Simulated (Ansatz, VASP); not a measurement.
Cu3N in VASP and in Ansatz

```
CELL_PARAMETERS angstrom
3.95357 0.00000 0.00000
0.00000 3.95357 0.00000
0.00000 0.00000 3.95357
ATOMIC_POSITIONS crystal
Cu 0.50000 0.00000 0.00000
Cu 0.00000 0.50000 0.00000
Cu 0.00000 0.00000 0.50000
N 0.00000 0.00000 0.00000
```

Alike in both runs: task single point; functional PBE; k mesh 5 × 5 × 5; no spin polarisation.

|  | VASP | Ansatz |
| --- | --- | --- |
| version | VASP 6.6.1 | Ansatz 0.2.0 |
| potentials or method | VASP PAW PBE potentials, release 64 (Cu, N), cutoff 600 eV | plane waves, PAW |
| occupations | gaussian, width 0.01 eV | fixed |
| valence electrons in the cell | 38 | 62 |

Ansatz gave:

- pressure (GPa): -9.1

Estimate VASP's values.

pressure (GPa): -8.7.

VASP's potentials hold 38 valence electrons a cell and Ansatz's 62, so a difference there can come from the potentials and not from the codes. Ansatz's warnings: stress scf threshold loose.
